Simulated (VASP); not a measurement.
Crystal: La.

```
La
1.0
     3.77000    0.00000    0.00000
    -1.88500    3.26492    0.00000
     0.00000    0.00000   12.15900
La
4
Cartesian
  0.0000 0.0000 0.0000
  0.0000 0.0000 6.0795
  0.0000 2.1766 9.1193
  1.8850 1.0883 3.0398
```

- Program: VASP 6.6.1
- Task: relaxation of cell and atoms
- Functional: PBEsol
- Potentials or basis: VASP PAW PBE potentials, release 64 (La)
- Cutoff: 600 eV
- k mesh: 8 × 8 × 2
- Occupations: methfessel-paxton, width 0.05 eV
- Spin: no spin polarisation

At the start: pressure -2.3 GPa; volume 37.42 Å³/atom.

Q: How do energy, volume and symmetry change on relaxing?

A: Over 6 steps the energy falls by 26.4 meV/atom and the volume is 34.01 Å³/atom (-9.1 %); space group P6_3/mmc (No. 194, to 0.05 Å).

Step by step:
```tsv
step	energy change (eV)	largest force (eV/Å)	pressure (GPa)	volume (Å³)
1	0.0000	0.0000	-2.35	149.66
2	-0.1012	0.0000	-0.34	138.09
3	-0.1030	0.0000	-0.06	136.60
4	-0.1031	0.0000	0.00	136.33
5	-0.1050	0.0000	0.02	136.13
6	-0.1054	0.0000	0.04	136.02
```

Final structure:
```xyz
4
Lattice="3.6616 0.0000 0.0000 -1.8308 3.1711 0.0000 0.0000 0.0000 11.7146" Properties=species:S:1:pos:R:3 pbc="T T T"
La    0.0000    0.0000    0.0000
La    0.0000    0.0000    5.8573
La    0.0000    2.1140    8.7860
La    1.8308    1.0570    2.9287
```

Caveat: the PAW data sets were made with another functional, which shifts forces and pressure a little.
